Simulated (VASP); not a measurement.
Here is a VASP 6.6.1 calculation.

The input INCAR:

```
SYSTEM = As
PREC = Accurate ; ENCUT = 520
EDIFF = 1E-6 ; ISMEAR = -1
SIGMA = 0.1 ; LREAL = .FALSE.
LASPH = .TRUE. ; NELM = 100
ALGO = Normal ; ISIF = 2
LWAVE = .FALSE. ; LCHARG = .TRUE.
GGA = RP ; LELF = .TRUE.
LVHAR = .TRUE. ; NBANDS = 14
```

File KPOINTS:

```
regular mesh
0
G
  10 10 15
  0 0 0
```

The input POSCAR:

```
As
1.0
    4.8834752713      0.0000000000      0.0000000000
   -2.4417376356      4.2292136437      0.0000000000
    0.0000000000      0.0000000000      2.8476380195
As
3
Direct
    0.0000000000      1.0000000000      0.0000000000
    0.3333333333      0.6666666667      0.5000000000
    0.6666666667      0.3333333333      0.5000000000
```

Potentials or basis: VASP PAW PBE potentials, release 64 (As).

Launch:

```console
$ cat potpaw_PBE.64/As/POTCAR > POTCAR
$ mpirun -np 1 vasp_std > vasp.out
```

**Question.** What does it give for the pressure?

**Answer.** 0.2 GPa.

Stress tensor (GPa, compression positive):
```
 0.38  0.00  0.00
 0.00  0.38  0.00
 0.00  0.00 -0.30
```

Caveat: the PAW data sets were made with another functional, which shifts forces and pressure a little.
